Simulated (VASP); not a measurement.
Input of a VASP 6.6.1 run:

The input INCAR:

```
SYSTEM = CdSe
ALGO     = Normal         ! electronic algorithm
EDIFF    = 1E-6           ! SCF threshold, eV
EDIFFG   = -0.01          ! ionic threshold
ENCUT    = 600            ! plane-wave cutoff, eV
GGA      = PS             ! functional
IBRION   = 2              ! ionic algorithm
ISIF     = 3              ! what is computed and relaxed
ISMEAR   = -1             ! smearing method
LASPH    = .TRUE.         ! aspherical terms in the spheres
LCHARG   = .FALSE.        ! write CHGCAR
LREAL    = .FALSE.        ! projectors in reciprocal space
LWAVE    = .FALSE.        ! write WAVECAR
NELM     = 80             ! most SCF steps
NSW      = 80             ! ionic steps
PREC     = Accurate       ! precision mode
PSTRESS  = 100.0        
SIGMA    = 0.05           ! smearing width, eV
```

The input KPOINTS:

```
k-points
0
G
  8 8 8
  0 0 0
```

File POSCAR:

```
CdSe
1.0
    0.0000000000      3.0702711986      3.0702711986
    3.0702711986      0.0000000000      3.0702711986
    3.0702711986      3.0702711986      0.0000000000
Cd Se
1 1
Direct
    0.0000000000      0.0000000000      0.0000000000
    0.2500000000      0.2500000000      0.2500000000
```

Potentials or basis: VASP PAW PBE potentials, release 64 (Cd, Se).

The run is started by

```sh
$ cat potpaw_PBE.64/Cd/POTCAR potpaw_PBE.64/Se/POTCAR > POTCAR
$ mpirun -np 1 vasp_std > vasp.out
```

Q: What does it give for the relaxed volume?

A: 24.64 Å³/atom.

Q: What does it give for the band gap on the k mesh?

A: 0.74 eV, direct.

Q: Predict the relaxed cell.

A: a = 4.115 Å, b = 4.115 Å, c = 4.115 Å, α = 60.00°, β = 60.00°, γ = 60.00°.

Q: Estimate the space group after relaxing (to 0.05 Å).

A: F-43m (No. 216).

The path:
| step | energy change (eV) | largest force (eV/Å) | pressure (GPa) | volume (Å³) |
| --- | --- | --- | --- | --- |
| 1 | 0.0000 | 0.0000 | -1.15 | 57.88 |
| 2 | 0.9547 | 0.0000 | 28.85 | 42.60 |
| 3 | 0.1826 | 0.0000 | 9.64 | 49.45 |
| 4 | 0.1923 | 0.0000 | 9.97 | 49.29 |

Caveat: the cell is relaxed towards a set pressure, so the enthalpy falls and the energy may rise; the PAW data sets were made with another functional, which shifts forces and pressure a little.
